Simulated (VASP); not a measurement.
# SnSe2: single point with PBE

SnSe2:

```xyz
3
Lattice="3.7790 0.0000 0.0000 -1.8895 3.2727 0.0000 0.0000 0.0000 6.0844" Properties=species:S:1:pos:R:3 pbc="T T T"
Sn    0.0000    0.0000    0.0000
Se    0.0000    2.1818    1.5150
Se    1.8895    1.0909    4.5694
```

```
Program             : VASP 6.6.1
Task                : single point
Functional          : PBE
Potentials or basis : VASP PAW PBE potentials, release 64 (Sn_d, Se)
Cutoff              : 520 eV
k mesh              : 6 × 6 × 3
Occupations         : gaussian, width 0.01 eV
Spin                : no spin polarisation
```

- Pressure: 7.9 GPa
- Largest force: 1.040 eV/Å
- Band gap on the k mesh: 0.79 eV, indirect (least direct gap 1.21 eV)

Forces on the atoms (eV/Å):
```
Sn   0.000  0.000  0.000
Se   0.000  0.000  1.040
Se   0.000  0.000 -1.040
```

Stress tensor (GPa, compression positive):
```
7.43 0.00 0.00
0.00 7.43 0.00
0.00 0.00 8.82
```

Levels at points of the mesh, in eV from the valence-band top:
```tsv
k point	band 10	band 11	band 12	band 13	band 14	band 15	band 16	band 17
(0.00, 0.00, 0.00)	-0.73	-0.41	-0.41	0.00	1.21	2.95	4.68	4.68
(0.50, 0.00, 0.00)	-3.01	-2.79	-1.26	-0.32	1.18	3.81	5.42	5.54
```

Wall time 49 s on 1 thread of Intel Xeon 6975P-C (shared host), peak memory 0.19 GiB.

Caveat: spin-orbit coupling is left out, which moves the levels of the heavy elements; this functional lacks dispersion, which binds the layers, so the pressure and a relaxed spacing across them are unreliable; forces of over 1 eV/Å act on the atoms, so gaps and moduli don't describe the material at rest. A k mesh can miss the band edges.
